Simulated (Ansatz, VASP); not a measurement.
# One calculation of SnSe4, two programs

File INCAR:

```
SYSTEM = SnSe4
PREC     = Accurate       ! precision mode
ENCUT    = 600            ! plane-wave cutoff, eV
EDIFF    = 1E-7           ! SCF threshold, eV
ISMEAR   = 0              ! smearing method
SIGMA    = 0.1            ! smearing width, eV
LREAL    = .FALSE.        ! projectors in reciprocal space
LASPH    = .TRUE.         ! aspherical terms in the spheres
NELM     = 100            ! most SCF steps
ALGO     = Normal         ! electronic algorithm
ISIF     = 3              ! what is computed and relaxed
LWAVE    = .FALSE.        ! write WAVECAR
LCHARG   = .FALSE.        ! write CHGCAR
GGA      = PE             ! functional
IBRION   = 2              ! ionic algorithm
NSW      = 100            ! ionic steps
EDIFFG   = -0.01          ! ionic threshold
```

File KPOINTS:

```
regular mesh
0
G
  12 12 4
  0 0 0
```

The input POSCAR:

```
SnSe4
1.0
    4.5284565784      0.0000000000      0.0000000000
   -2.2642282892      3.9217584368      0.0000000000
    0.0000000000      0.0000000000     11.2475703647
Sn Se
1 4
Direct
    0.0000000000      0.0000000000      0.5000000000
    0.3333333333      0.6666666667      0.0000000000
    0.6666666667      0.3333333333      0.0000000000
    0.0000000000      0.0000000000      0.7071662994
    0.0000000000      0.0000000000      0.2928337006
```

Input for Ansatz:

```yaml
crystal:
  lattice:
    - [4.5284565784, 0.0, 0.0]
    - [-2.2642282892, 3.9217584368, 0.0]
    - [0.0, 0.0, 11.2475703647]
  atoms:
    - { symbol: Sn, position: [0.0, 0.0, 0.5] }
    - { symbol: Se, position: [0.3333333333, 0.6666666667, 0.0] }
    - { symbol: Se, position: [0.6666666667, 0.3333333333, 0.0] }
    - { symbol: Se, position: [0.0, 0.0, 0.7071662994] }
    - { symbol: Se, position: [0.0, 0.0, 0.2928337006] }
basis:
  ecutwfc: 420
kpoints:
  mp_grid: { grid: [12, 12, 4] }
hamiltonian:
  xc: pbe
scf:
  occupations: { method: gaussian, width: 0.1 }
output:
  forces: true
  stress: true
  eigenvalues: true
relax:
  adjacent_minimum: "off"
  f_tol: 0.01
  max_steps: 80
  cell: { stress_tol: 0.05 }
```

Alike in both runs: task relaxation of cell and atoms; functional PBE; k mesh 12 × 12 × 4; occupations gaussian, width 0.1 eV; no spin polarisation.

|  | VASP | Ansatz |
| --- | --- | --- |
| version | VASP 6.6.1 | Ansatz 0.2.0 |
| potentials or method | VASP PAW PBE potentials, release 64 (Sn_d, Se), cutoff 600 eV | scalar-relativistic, plane waves, PAW |
| valence electrons in the cell | 38 | 78 |

```tsv
	VASP	Ansatz	Ansatz less VASP
gap on the k mesh at the Fermi level, each at its own relaxed structure (eV)	none	none	-
relaxed volume (Å³/atom)	39.94	39.95	+0.008
relaxed cell length with the largest relative difference (Å)	11.245	11.248	+0.0028
```

A gap of «none» marks a metal or a gap that the smearing closes. VASP's potentials hold 38 valence electrons a cell and Ansatz's 78, so a difference there can come from the potentials and not from the codes.
